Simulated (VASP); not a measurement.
Input of a VASP 6.6.1 run:

File INCAR:

```
PREC = Accurate
ENCUT = 520
EDIFF = 1E-6
ISMEAR = 0
SIGMA = 0.05
LREAL = F
LASPH = T
NELM = 80
ALGO = Normal
ISIF = 2
LWAVE = F
LCHARG = F
NBANDS = 11
```

Contents of KPOINTS:

```
regular mesh
0
Gamma
  12 12 12
```

Contents of POSCAR:

```
C
1.0
    0.0000000000      2.0460861110      1.7348691297
    1.5163550790      0.0000000000      1.7348691297
    1.5163550790      2.0460861110      0.0000000000
C
2
Direct
    0.5000000000      0.5000000000      0.5000000000
    0.7500000000      0.7500000000      0.7500000000
```

Potentials or basis: VASP PAW LDA potentials, release 64 (C).

Run with:

```sh
$ cat potpaw_LDA.64/C/POTCAR > POTCAR
$ mpirun -np 1 vasp_std > vasp.out
```

Problem. Predict the pressure.

Solution. 14.1 GPa.

Problem. What does it give for the band gap on the k mesh?

Solution. Zero (band 4 reaches 12.65 eV, above the bottom of band 5 at 11.62 eV).

Stress tensor (GPa, compression positive):
```
 132.92    0.00    0.00
   0.00 -158.62    0.00
   0.00    0.00   68.11
```

Caveat: the cell differs from its parent crystal (strain +e along x and -e along y -0.1500, strain +e along z and -e/2 along x and y -0.0175).
